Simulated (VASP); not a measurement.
# Si3N in VASP: further runs

The runs below take Si3N through single point, with PBE+D3(BJ).

Program: VASP 6.6.1. These are calculated values, not measurements. Logs are shortened: lines on timing, memory, paths and dates and some standing lists are left out, and cuts for length are marked.

## 1. The cell of the first run

The cell holds a slab with vacuum, 8 atoms: a = 3.833 Å, b = 5.421 Å, c = 22.488 Å, α = 90.00°, β = 90.00°, γ = 90.00°.

## 2. Single point, PBE+D3(BJ)

INCAR

```
PREC = Accurate ; ENCUT = 520
EDIFF = 1E-6 ; ISMEAR = 0
SIGMA = 0.05 ; LREAL = F
LASPH = T ; NELM = 100
ALGO = Normal ; ISIF = 2
LWAVE = F ; LCHARG = F
LDIPOL = T ; IDIPOL = 3
DIPOL = 0.5 0.5 0.328 ; GGA = PE
IVDW = 12 ; NBANDS = 27
```

KPOINTS

```
Automatic mesh
0
Gamma
  7 5 1
```

POSCAR

```
Si3N
1.0
    3.8333442755      0.0000000000      0.0000000000
    0.0000000000      5.4211674636      0.0000000000
    0.0000000000      0.0000000000     22.4877586337
Si N
6 2
Direct
    0.5000000000      0.0000000000      0.1778745523
    0.0000000000      0.2500000000      0.1778745523
    0.0000000000      0.5038839981      0.2608672216
    0.5000000000      0.7461160019      0.2608672216
    0.5000000000      0.0086033066      0.3418641564
    0.0000000000      0.2413966934      0.3418641564
    0.5000000000      0.5086033066      0.5063981173
    0.5000000000      0.5086033066      0.5553136192
```

Potentials or basis: VASP PAW PBE potentials, release 64 (Si, N).

The run is started by

```
$ cat potpaw_PBE.64/Si/POTCAR potpaw_PBE.64/N/POTCAR > POTCAR
$ mpirun -np 1 vasp_std > vasp.out
```

OUTCAR:

```text
PREC = Accurate
   ENCUT = 520
   EDIFF = 1E-6
   ISMEAR = 0
   LREAL = F
   LASPH = T
   NELM = 100
   ISIF = 2
   GGA = PE
   IVDW = 12
 IVDW          = 12

 ion  position               nearest neighbor table
   1  0.500  0.000  0.178-   4 2.32   2 2.35   2 2.35
   2  0.000  0.250  0.178-   3 2.32   1 2.35   1 2.35
   3  0.000  0.504  0.261-   6 2.31   2 2.32   4 2.32   4 2.32
   4  0.500  0.746  0.261-   5 2.31   1 2.32   3 2.32   3 2.32
   5  0.500  0.009  0.342-   6 2.29   6 2.29   4 2.31
   6  0.000  0.241  0.342-   5 2.29   5 2.29   3 2.31
   7  0.500  0.509  0.506-   8 1.10
   8  0.500  0.509  0.555-   7 1.10

  LATTYP: Found a simple orthorhombic cell.
 ALAT       =     3.8333442755
 B/A-ratio  =     1.4142135624
 C/A-ratio  =     5.8663550721

  Lattice vectors:

 A1 = (   3.8333442755,   0.0000000000,   0.0000000000)
 A2 = (   0.0000000000,   5.4211674636,   0.0000000000)
 A3 = (   0.0000000000,   0.0000000000,  22.4877586337)

Analysis of symmetry for initial positions (statically):
=====================================================================
 Subroutine PRICEL returns:
 Original cell was already a primitive cell.

 Routine SETGRP: Setting up the symmetry group for a
 simple orthorhombic supercell.

 Subroutine GETGRP returns: Found  2 space group operations
 (whereof  2 operations were pure point group operations)
 out of a pool of  8 trial point group operations.

The static configuration has the point symmetry C_1h.

Analysis of symmetry for dynamics (positions and initial velocities):
=====================================================================
 Subroutine PRICEL returns:
 Original cell was already a primitive cell.

 Routine SETGRP: Setting up the symmetry group for a
 simple orthorhombic supercell.

 Subroutine GETGRP returns: Found  2 space group operations
 (whereof  2 operations were pure point group operations)
 out of a pool of  8 trial point group operations.

The dynamic configuration has the point symmetry C_1h.

 Subroutine INISYM returns: Found  2 space group operations
 (whereof  2 operations are pure point group operations),
 and found     1 'primitive' translations

----------------------------------------------------------------------------------------

                                     Primitive cell

  volume of cell :     467.3226

  direct lattice vectors                    reciprocal lattice vectors
     3.833344276  0.000000000  0.000000000     0.260868821  0.000000000  0.000000000
     0.000000000  5.421167464  0.000000000     0.000000000  0.184462112  0.000000000
     0.000000000  0.000000000 22.487758634     0.000000000  0.000000000  0.044468638

  length of vectors
     3.833344276  5.421167464 22.487758634     0.260868821  0.184462112  0.044468638

  position of ions in fractional coordinates (direct lattice)
     0.500000000  0.000000000  0.177874552
     0.000000000  0.250000000  0.177874552
     0.000000000  0.503883998  0.260867222
     0.500000000  0.746116002  0.260867222
     0.500000000  0.008603307  0.341864156
     0.000000000  0.241396693  0.341864156
     0.500000000  0.508603307  0.506398117
     0.500000000  0.508603307  0.555313619

  ion indices of the primitive-cell ions
   primitive index   ion index
                 1           1
                 2           2
                 3           3
                 4           4
                 5           5
                 6           6
                 7           7
                 8           8

----------------------------------------------------------------------------------------

 KPOINTS: Automatic mesh

Automatic generation of k-mesh.
 Grid dimensions read from file:
 generate k-points for:    7    5    1

 Generating k-lattice:

  Cartesian coordinates                     Fractional coordinates (reciprocal lattice)
     0.037266974  0.000000000  0.000000000     0.142857143  0.000000000  0.000000000
     0.000000000  0.036892422  0.000000000     0.000000000  0.200000000  0.000000000
     0.000000000  0.000000000  0.044468638     0.000000000  0.000000000  1.000000000

  Length of vectors
     0.037266974  0.036892422  0.044468638

  Shift w.r.t. Gamma in fractional coordinates (k-lattice)
     0.000000000  0.000000000  0.000000000

 Subroutine IBZKPT returns following result:
 ===========================================

 Found     12 irreducible k-points:

 Following reciprocal coordinates:
            Coordinates               Weight
  0.000000  0.000000  0.000000      1.000000
  0.142857  0.000000  0.000000      2.000000
  0.285714  0.000000  0.000000      2.000000
  0.428571  0.000000  0.000000      2.000000
  0.000000  0.200000  0.000000      2.000000
  0.142857  0.200000  0.000000      4.000000
  0.285714  0.200000  0.000000      4.000000
  0.428571  0.200000  0.000000      4.000000
  0.000000  0.400000  0.000000      2.000000
  0.142857  0.400000  0.000000      4.000000
  0.285714  0.400000  0.000000      4.000000
  0.428571  0.400000  0.000000      4.000000
   k-points           NKPTS =     12   k-points in BZ     NKDIM =     12   number of bands    NBANDS=     27
   number of dos      NEDOS =    301   number of ions     NIONS =      8
   total plane-waves  NPLWV = 201600
   dimension x,y,z NGX =    30 NGY =   40 NGZ =  168
   dimension x,y,z NGXF=    60 NGYF=   80 NGZF=  336
   ions per type =               6   2
   NGX,Y,Z   is equivalent  to a cutoff of  13.01, 12.27, 12.42 a.u.
   NGXF,Y,Z  is equivalent  to a cutoff of  26.02, 24.53, 24.84 a.u.
 SYSTEM =  unknown system
   PREC   = accura    normal or accurate (medium, high low for compatibility)
   ISTART =      0    job   : 0-new  1-cont  2-samecut
   ICHARG =      2    charge: 1-file 2-atom 10-const
   ISPIN  =      1    spin polarized calculation?
   LNONCOLLINEAR =      F non collinear calculations
   LSORBIT =      F    spin-orbit coupling
   LASPH  =      T    aspherical Exc in radial PAW
   ENCUT  =  520.0 eV  38.22 Ry    6.18 a.u.   7.13 10.08 41.81*2*pi/ulx,y,z
   NELM   =    100;   NELMIN=  2; NELMDL= -5     # of ELM steps
   EDIFF  = 0.1E-05   stopping-criterion for ELM
   LREAL  =      F    real-space projection
   EDIFFG = 0.1E-04   stopping-criterion for IOM
   NSW    =      0    number of steps for IOM
   IBRION =     -1    ionic relax: 0-MD 1-quasi-New 2-CG
   NFREE  =      0    steps in history (QN), initial steepest desc. (CG)
   ISIF   =      2    stress and relaxation
   ISYM   =      2    0-nonsym 1-usesym 2-fastsym
   POTIM  = 0.5000    time-step for ionic-motion
   TEBEG  =    0.0;   TEEND  =   0.0 temperature during run
   PSTRESS=    0.0 pullay stress
   NELECT =      34.0000    total number of electrons
   NUPDOWN=      -1.0000    fix difference up-down
   EMIN   =  10.00;   EMAX   =-10.00  energy-range for DOS
   EFERMI =   0.00;   METHOD = LEGACY
   ISMEAR =     0;   SIGMA  =   0.05  broadening in eV -4-tet -1-fermi 0-gaus
   EFERMI_NEDOS =   21; number of points for ismear=-14 and -15
   IALGO  =     38    algorithm
   IMIX   =      4    mixing-type and parameters
     AMIX     =   0.40;   BMIX     =  1.00
     AMIX_MAG =   1.60;   BMIX_MAG =  1.00
  volume/ion in A,a.u.               =      58.42       394.21
  Fermi-wavevector in a.u.,A,eV,Ry     =   0.683432  1.291500  6.355006  0.467080
  Thomas-Fermi vector in A             =   1.762794
   LORBIT       =      0    0 simple, 1 ext, 2 COOP (PROOUT), +10 PAW based schemes
   GGA     = PE    functional components
   LHFCALC =     F    Hartree Fock is set to
   AEXX    =    0.0000 exact exchange contribution
   IVDW    =    12    specifies the selected vdW correction
   LEPSILON=     F    determine dielectric tensor
   LRPA    =     F    only Hartree local field effects (RPA)
 non-spin polarized calculation
 Gauss-broadening in eV      SIGMA  =   0.05
  energy-cutoff  :      520.00
  volume of cell :      467.32
 maximum number of plane-waves:     12627
 NGX is ok and might be reduce to    30
   NGX = 15   NGY = 21   NGZ = 83

 dipolmoment           0.000000      0.000000     -0.001132 electrons x Angstroem

 number of electron      34.0000001 magnetization

 dipolmoment           0.000000      0.000000      0.000220 electrons x Angstroem

 Free energy of the ion-electron system (eV)
  ---------------------------------------------------
  ext. energy  EPLUGINS =         0.00000000
  ---------------------------------------------------
  free energy    TOTEN  =       -45.03131256 eV

  energy without entropy =      -45.02458602  energy(sigma->0) =      -45.02794929

 E-fermi :  -1.7433     XC(G=0):  -3.8766

 val. band max:       -1.7624624114   @ k =   0.2857   0.2000   0.0000
 cond. band min:      -1.7290069434   @ k =   0.2857   0.4000   0.0000
 fundamental gap:      0.0334554680
 Fermi energy:        -1.7432616908

 k-point     1 :       0.0000    0.0000    0.0000
  band No.  band energies     occupation
      1     -25.5402      2.00000
      2     -13.1557      2.00000
      3     -11.3036      2.00000
      4     -10.6233      2.00000
      5      -9.8520      2.00000
      6      -8.8177      2.00000
[... 19 lines left out ...]
     26       1.5731      0.00000
     27       2.4477      0.00000

 k-point     2 :       0.1429    0.0000    0.0000
  band No.  band energies     occupation
      1     -25.5369      2.00000
      2     -12.9754      2.00000
      3     -11.1176      2.00000
      4     -10.6090      2.00000
      5      -9.6593      2.00000
      6      -8.9254      2.00000
[... 292 lines left out ...]
 k-point    12 :       0.4286    0.4000    0.0000
  band No.  band energies     occupation
      1     -25.5236      2.00000
      2     -11.1212      2.00000
      3     -10.7177      2.00000
      4     -10.5510      2.00000
      5      -9.5279      2.00000
      6      -8.9465      2.00000
[... 19 lines left out ...]
     26       2.7002      0.00000
     27       3.1831      0.00000

------------------------ aborting loop because EDIFF is reached ----------------------------------------

 vacuum level on the upper side and lower side of the slab       (xc-potential included)        -0.119        -0.113

 Edisp (eV)   -1.60265

 E8    (eV) :    -0.6816

  FORCE on cell =-STRESS in cart. coord.  units (eV):
  Direction    XX          YY          ZZ          XY          YZ          ZX
  --------------------------------------------------------------------------------------
  -------------------------------------------------------------------------------------
  Total       0.11677     0.15002     2.49599     0.00000    -0.01470     0.00000
  in kB       0.40035     0.51435     8.55730     0.00000    -0.05039     0.00000
  external pressure =        3.16 kB  Pullay stress =        0.00 kB

 VOLUME and BASIS-vectors are now :
 -----------------------------------------------------------------------------
  energy-cutoff  :      520.00
  volume of cell :      467.32
      direct lattice vectors                 reciprocal lattice vectors
     3.833344276  0.000000000  0.000000000     0.260868821  0.000000000  0.000000000
     0.000000000  5.421167464  0.000000000     0.000000000  0.184462112  0.000000000
     0.000000000  0.000000000 22.487758634     0.000000000  0.000000000  0.044468638

 POSITION                                       TOTAL-FORCE (eV/Angst)
 -----------------------------------------------------------------------------------
      1.91667      0.00000      4.00000         0.000000      0.554483     -0.056243
      0.00000      1.35529      4.00000         0.000000     -0.554844     -0.053284
      0.00000      2.73164      5.86632         0.000000     -0.078224      0.001239
      1.91667      4.04482      5.86632         0.000000      0.082769      0.003496
      1.91667      0.04664      7.68776         0.000000      0.006407      0.072487
      0.00000      1.30865      7.68776         0.000000     -0.008508      0.066875
      1.91667      2.75722     11.38776         0.000000     -0.002831     -2.155837
      1.91667      2.75722     12.48776         0.000000      0.000748      2.121268
 -----------------------------------------------------------------------------------
    total drift:                                0.000000      0.000216     -0.000605

  FREE ENERGIE OF THE ION-ELECTRON SYSTEM (eV)
  ---------------------------------------------------
  free  energy   TOTEN  =       -46.6339597767 eV

  energy  without entropy=      -46.6272332349  energy(sigma->0) =      -46.63059651

 vacuum level on the upper side and lower side of the slab         3.081         3.077
```

Run time: 2.2 min. Hardware: 1 thread of Intel Xeon 6975P-C (Granite Rapids), shared host; peak memory 0.52 GiB.

What came out:

```
Free energy                : -46.6340 eV
Largest force              : 2.156 eV/Å
Band gap on the k mesh     : zero (band 17 reaches -1.56 eV, above the bottom of band 18 at -1.84 eV)
Dispersion energy per atom : -0.200 eV
```

Forces in eV/Å, atoms in the order of the input:
```
Si   0.000  0.554 -0.056
Si   0.000 -0.555 -0.053
Si   0.000 -0.078  0.001
Si   0.000  0.083  0.003
Si   0.000  0.006  0.072
Si   0.000 -0.009  0.067
N    0.000 -0.003 -2.156
N    0.000  0.001  2.121
```

Levels at points of the mesh, in eV from the Fermi level:
```tsv
k point	band 14	band 15	band 16	band 17	band 18	band 19	band 20	band 21
(0.00, 0.00, 0.00)	-1.21	-0.71	-0.40	-0.30	0.27	1.19	2.09	2.62
```

Caveat: the standard files for N, O and F lose accuracy on very short bonds.

## 3. Single point, PBE+D3(BJ)

INCAR

```
  ALGO = Normal
  DIPOL = 0.5 0.5 0.328
  EDIFF = 1E-6
  ENCUT = 520
  GGA = PE
  IDIPOL = 3
  ISIF = 2
  ISMEAR = 0
  IVDW = 12
  LASPH = T
  LCHARG = F
  LDIPOL = T
  LREAL = F
  LWAVE = F
  NBANDS = 27
  NELM = 100
  PREC = Accurate
  SIGMA = 0.05
```

KPOINTS

```
k-points
0
Gamma
  7 5 1
```

Changes to POSCAR since step 2:

```diff
@@ -14,3 +14,3 @@
     0.0000000000      0.2413966934      0.3418641564
-    0.5000000000      0.5086033066      0.5063981173
-    0.5000000000      0.5086033066      0.5553136192
+    1.0000000000      0.0086033066      0.5063981173
+    1.0000000000      0.0086033066      0.5553136192
```

Potentials or basis: VASP PAW PBE potentials, release 64 (Si, N).

The run is started by

```
$ cat potpaw_PBE.64/Si/POTCAR potpaw_PBE.64/N/POTCAR > POTCAR
$ mpirun -np 1 vasp_std > vasp.out
```

It took 2 min on 1 thread of Intel Xeon 6975P-C (Granite Rapids), shared host; peak memory 0.52 GiB.

It converged, with:

- Free energy: -46.6338 eV
- Largest force: 2.140 eV/Å
- Band gap on the k mesh: zero (band 17 reaches -1.52 eV, above the bottom of band 18 at -1.81 eV)
- Dispersion energy per atom: -0.201 eV

Forces on the atoms (eV/Å):
```
Si   0.000  0.560 -0.047
Si   0.000 -0.558 -0.051
Si   0.000 -0.091 -0.003
Si   0.000  0.086 -0.005
Si   0.000  0.002  0.061
Si   0.000  0.005  0.060
N    0.000 -0.006 -2.140
N    0.000  0.002  2.126
```

Levels at points of the mesh, in eV from the Fermi level:
```csv
k point,band 13,band 14,band 15,band 16,band 17,band 18,band 19,band 20,band 21,band 22
"(0.00, 0.00, 0.00)",-2.50,-1.22,-0.71,-0.41,-0.31,0.26,1.19,2.07,2.54,2.63
```

Caveat: the standard files for N, O and F lose accuracy on very short bonds.
